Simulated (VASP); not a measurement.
Set up this calculation in VASP 6.6.1, as the native input.

```yaml
Task: dielectric tensor
Functional: PBE
Potentials_or_basis: VASP PAW PBE potentials, release 64 (Sr_sv, O)
Cutoff: 520 eV
k_mesh: 9 × 9 × 5
Occupations: gaussian, width 0.01 eV
Spin: no spin polarisation
Dipole_correction: no
Further_INCAR_settings: ALGO = Normal; EDIFF = 1e-08
```

The structure of SrO lies in POSCAR:

```
SrO
1.0
    3.5532880902      0.0000000000      0.0000000000
   -1.7766440451      3.0772377531      0.0000000000
    0.0000000000      0.0000000000      6.2173039800
Sr O
2 2
Direct
    0.6666666667      0.3333333333      0.7500000000
    0.3333333333      0.6666666667      0.2500000000
    0.0000000000      0.0000000000      0.5000000000
    0.0000000000      0.0000000000      0.0000000000
```

One way to write it, as run:

INCAR

```
SYSTEM = SrO
  ALGO = Normal
  EDIFF = 1E-8
  ENCUT = 520
  GGA = PE
  ISIF = 2
  ISMEAR = 0
  LASPH = .True.
  LCHARG = .False.
  LEPSILON = .True.
  LREAL = .False.
  LWAVE = .False.
  NELM = 60
  PREC = Accurate
  SIGMA = 0.01
```

KPOINTS

```
k-points
0
Gamma
  9 9 5
  0 0 0
```

Potentials or basis: VASP PAW PBE potentials, release 64 (Sr_sv, O).

The run is started by

```bash
$ cat potpaw_PBE.64/Sr_sv/POTCAR potpaw_PBE.64/O/POTCAR > POTCAR
$ mpirun -np 1 vasp_std > vasp.out
```

It gave:

```yaml
Band_gap_on_the_k_mesh: 3.08 eV
Electronic_dielectric_tensor_diagonal: 3.85, 3.85, 4.06
Born_charges_mean_of_the_diagonal: Sr +2.35; O -2.35 e
```

Run time: 27 min on 1 thread of Intel Xeon 8259CL, on a shared host, peak memory 0.42 GiB.
